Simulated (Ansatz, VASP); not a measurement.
Sr: VASP beside Ansatz

```
CELL_PARAMETERS angstrom
4.18070 0.00000 0.00000
-2.09035 3.62059 0.00000
0.00000 0.00000 6.83850
ATOMIC_POSITIONS crystal
Sr 0.33333 0.66667 0.25000
Sr 0.66667 0.33333 0.75000
```

Change from the starting cell: strain -0.030 along x and y, -0.030 along z, atoms carried along.

Alike in both runs: task single point; functional r2SCAN; k mesh 12 × 12 × 8; occupations gaussian, width 0.15 eV; no spin polarisation.

|  | VASP | Ansatz |
| --- | --- | --- |
| version | VASP 6.6.1 | Ansatz 0.2.0 |
| potentials or method | VASP PAW PBE potentials, release 64 (Sr_sv), cutoff 520 eV | scalar-relativistic, plane waves, PAW |
| valence electrons in the cell | 20 | 20 |

```tsv
	VASP	Ansatz	Ansatz less VASP
gap on the k mesh at the Fermi level (eV)	none	none	-
pressure (GPa)	1.4	1.4	-0.02
traceless stress, the component that is largest in VASP (GPa)	0.21	0.21	-0.001
```

VASP's potentials were made for PBE, not for r2SCAN. A gap of «none» marks a metal or a gap that the smearing closes. The functional is the same, so the differences come from potentials, cutoffs and numerics.
